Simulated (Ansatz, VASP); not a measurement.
**PtSe2: VASP beside Ansatz**

```
Pt Se
1.0
     3.71748    0.00000    0.00000
    -1.85874    3.21943    0.00000
     0.11644    0.00000    5.82185
Pt Se
1 2
Direct
  0.00000 0.00000 0.00000
  0.67347 0.33331 0.77480
  0.32653 0.66669 0.22520
```

Change from the starting cell: shear of c along a, cell held, atoms relaxed: +2.0 %.

Alike in both runs: functional r2SCAN; k mesh 12 × 12 × 6; occupations gaussian, width 0.02 eV; no spin polarisation.

Ansatz relaxed the structure, and its values are those at the end. VASP's run is a single point on that final structure, the one shown.

|  | VASP | Ansatz |
| --- | --- | --- |
| version | VASP 6.6.1 | Ansatz 0.2.0 |
| potentials or method | VASP PAW PBE potentials, release 64 (Pt, Se), cutoff 520 eV | scalar-relativistic, plane waves, PAW |
| valence electrons in the cell | 22 | 50 |

|  | VASP | Ansatz | Ansatz less VASP |
| --- | --- | --- | --- |
| gap on the k mesh at the Fermi level (eV) | 0.55 | 0.56 | +0.013 |
| least direct gap on the mesh (eV) | 0.90 | 0.91 | +0.013 |
| pressure (GPa) | 0.1 | 0.0 | -0.06 |
| rms of the force components (eV/Å) | 0.004 | 0.001 | -0.0037 |

VASP's potentials were made for PBE, not for r2SCAN. The functional is the same, so the differences come from potentials, cutoffs and numerics. VASP's potentials hold 22 valence electrons a cell and Ansatz's 50, so a difference there can come from the potentials and not from the codes. Ansatz's warnings: stress scf threshold loose.

Neither program's run includes spin-orbit coupling.
